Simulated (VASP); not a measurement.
Set up this calculation in VASP 6.6.1, as the native input.

```
Task                   : single point
Functional             : LDA
Potentials or basis    : VASP PAW LDA potentials, release 64 (Mn_pv, O)
Cutoff                 : 600 eV
k mesh                 : 7 × 7 × 7
Occupations            : gaussian, width 0.05 eV
Spin                   : collinear spin, zero start
Starting moments       : [0.0, 0.0, 0.0, 0.0] μB
Fixed moment           : 0 μB
Hubbard terms          : Mn d U = 6.0 eV
Dipole correction      : no
Further INCAR settings : ALGO = Normal; EDIFF = 1e-06; NBANDS = 31
```

The structure of MnO lies in POSCAR:

```
MnO
1.0
    2.6723886600      0.0000000000      2.6723886600
    0.0000000000      2.6723886600      2.6723886600
    0.0000000000      0.0000000000      5.3447773200
Mn O
2 2
Direct
    0.0000000000      0.0000000000      0.0000000000
    0.0000000000      0.0000000000      0.5000000000
    0.5000000000      0.5000000000      0.7500000000
    0.5000000000      0.5000000000      0.2500000000
```

The input as run:

INCAR

```
SYSTEM = MnO
ALGO = Normal
EDIFF = 1E-6
ENCUT = 600
GGA = CA
GGA_COMPAT = .FALSE.
ISIF = 2
ISMEAR = 0
ISPIN = 2
LASPH = .TRUE.
LCHARG = .FALSE.
LDAU = .TRUE.
LDAUJ = 0 0
LDAUL = 2 -1
LDAUPRINT = 1
LDAUTYPE = 2
LDAUU = 6 0
LMAXMIX = 4
LORBIT = 11
LREAL = .FALSE.
LWAVE = .FALSE.
MAGMOM = 0 0 0 0
NBANDS = 31
NELM = 200
NUPDOWN = 0.0
PREC = Accurate
SIGMA = 0.05
```

KPOINTS

```
k-points
0
G
  7 7 7
  0 0 0
```

Potentials or basis: VASP PAW LDA potentials, release 64 (Mn_pv, O).

Command:

```console
$ cat potpaw_LDA.64/Mn_pv/POTCAR potpaw_LDA.64/O/POTCAR > POTCAR
$ mpirun -np 1 vasp_std > vasp.out
```

Results of the run:

```
Pressure                                              : -8.3 GPa
Net moment                                            : 0.00 μB per cell
Valence electrons inside the program's atomic spheres : Mn 11.59; O 4.84
```

Caveat: the total moment is fixed, so each spin has its own Fermi level.

It took 3.2 min on 1 thread of Intel Xeon 6975P-C (shared host), peak memory 0.2 GiB.
